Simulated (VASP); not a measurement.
The system is KI.

```
K I
1.0
     5.31441    0.00000    0.00000
    -2.65721    4.60242    0.00000
     0.00000    0.00000    8.67844
K I
2 2
Direct
  0.33333 0.66667 0.00000
  0.66667 0.33333 0.50000
  0.33333 0.66667 0.37500
  0.66667 0.33333 0.87500
```

| Property | Result |
| --- | --- |
| Program | VASP 6.6.1 |
| Task | relaxation of cell and atoms |
| Functional | PBE |
| Potentials or basis | VASP PAW PBE potentials, release 64 (K_sv, I) |
| Cutoff | 600 eV |
| k mesh | 6 × 6 × 4 |
| Occupations | fermi-dirac, width 0.02 eV |
| Spin | no spin polarisation |

At the start: pressure 2.0 GPa; volume 53.07 Å³/atom.

Q: How do energy, volume and symmetry change on relaxing?

A: Over 30 steps the energy falls by 101.9 meV/atom and the volume is 57.27 Å³/atom (+7.9 %); space group P6_3mc (No. 186, to 0.1 Å) before, P6_3/mmc (No. 194, to 0.1 Å).

The path:
| step | energy change (eV) | largest force (eV/Å) | pressure (GPa) | volume (Å³) |
| --- | --- | --- | --- | --- |
| 1 | 0.0000 | 0.0169 | 2.04 | 212.27 |
| 2 | -0.1826 | 0.0211 | 0.78 | 233.72 |
| 3 | -0.2289 | 0.0211 | 0.15 | 250.26 |
| 4 | -0.2313 | 0.0211 | 0.02 | 254.81 |
| 5 | -0.2313 | 0.0210 | -0.01 | 255.72 |
| 6 | -0.2315 | 0.0226 | -0.01 | 255.71 |
| 7 | -0.2322 | 0.0267 | -0.01 | 255.69 |
| 8 | -0.2332 | 0.0363 | -0.01 | 255.63 |
| 9 | -0.2342 | 0.0578 | -0.01 | 255.47 |
| 10 | -0.2344 | 0.0566 | -0.01 | 255.43 |
| 11 | -0.2351 | 0.0531 | -0.01 | 255.32 |
| 12 | -0.2365 | 0.0471 | -0.01 | 255.09 |
| 13 | -0.2389 | 0.0357 | -0.01 | 254.62 |
| 14 | -0.2432 | 0.0190 | -0.02 | 253.62 |
| 15 | -0.2538 | 0.0063 | -0.07 | 251.38 |
| 16 | -0.3055 | 0.0397 | -0.24 | 245.91 |
| 17 | -0.2423 | 0.4945 | 0.47 | 230.82 |
| 18 | -0.3135 | 0.0955 | -0.21 | 244.39 |
| 19 | -0.3904 | 0.0811 | -0.26 | 238.16 |
| 20 | -0.3918 | 0.0363 | -0.10 | 234.63 |
| 21 | -0.3981 | 0.0501 | -0.22 | 236.70 |
| 22 | -0.3989 | 0.0313 | -0.19 | 236.12 |
| 23 | -0.3967 | 0.0468 | -0.05 | 232.40 |
| 24 | -0.3999 | 0.0055 | -0.15 | 234.71 |
| 25 | -0.4040 | 0.0039 | -0.09 | 232.62 |
| 26 | -0.4070 | 0.0003 | 0.08 | 226.93 |
| 27 | -0.4075 | 0.0008 | 0.03 | 228.43 |
| 28 | -0.4075 | 0.0006 | 0.04 | 228.31 |
| 29 | -0.4076 | 0.0004 | 0.01 | 228.86 |
| 30 | -0.4076 | 0.0004 | 0.00 | 229.06 |

Final structure:
```
K I
1.0
     6.09429    0.00000    0.00000
    -3.04715    5.27781    0.00000
     0.00000    0.00000    7.12159
K I
2 2
Cartesian
  0.0000 3.5185 6.6767
  3.0471 1.7593 3.1159
  0.0000 3.5185 3.1155
  3.0471 1.7593 6.6763
```

Caveat: the structure was generated, so it needn't be the stable form of KI; a cell axis changed by over 15 % at a fixed basis, so the end point is rough.
